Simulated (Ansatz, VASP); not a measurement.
InGa5P6 in VASP and in Ansatz

```
CELL_PARAMETERS angstrom
3.83050 0.00000 0.00000
0.00000 5.41715 0.00000
0.00000 0.00000 11.49151
ATOMIC_POSITIONS crystal
In 0.50000 0.50000 0.00000
Ga 0.00000 0.00000 0.83333
Ga 0.00000 0.00000 0.16667
Ga 0.50000 0.50000 0.33333
Ga 0.00000 0.00000 0.50000
Ga 0.50000 0.50000 0.66667
P 0.00000 0.50000 0.16667
P 0.00000 0.50000 0.50000
P 0.50000 0.00000 0.66667
P 0.00000 0.50000 0.83333
P 0.50000 0.00000 0.00000
P 0.50000 0.00000 0.33333
```

Alike in both runs: task single point; functional PBE; k mesh 4 × 4 × 2; occupations gaussian, width 0.1 eV; no spin polarisation.

|  | VASP | Ansatz |
| --- | --- | --- |
| version | VASP 6.6.1 | Ansatz 0.2.0 |
| potentials or method | VASP PAW PBE potentials, release 64 (In_d, Ga_d, P), cutoff 520 eV | scalar-relativistic, plane waves, PAW |
| valence electrons in the cell | 108 | 108 |

|  | VASP | Ansatz | Ansatz less VASP |
| --- | --- | --- | --- |
| gap on the k mesh at the Fermi level (eV) | none | none | - |
| pressure (GPa) | -6.4 | -6.4 | +0.04 |
| traceless stress, the component that is largest in VASP (GPa) | -1.11 | -1.11 | -0.004 |
| rms of the force components (eV/Å) | 0.165 | 0.166 | +0.0008 |

Atom by atom the forces differ by 0.001 eV/Å (rms over components). A gap of «none» marks a metal or a gap that the smearing closes.

The k mesh is coarse, so the values compare programs but aren't converged.
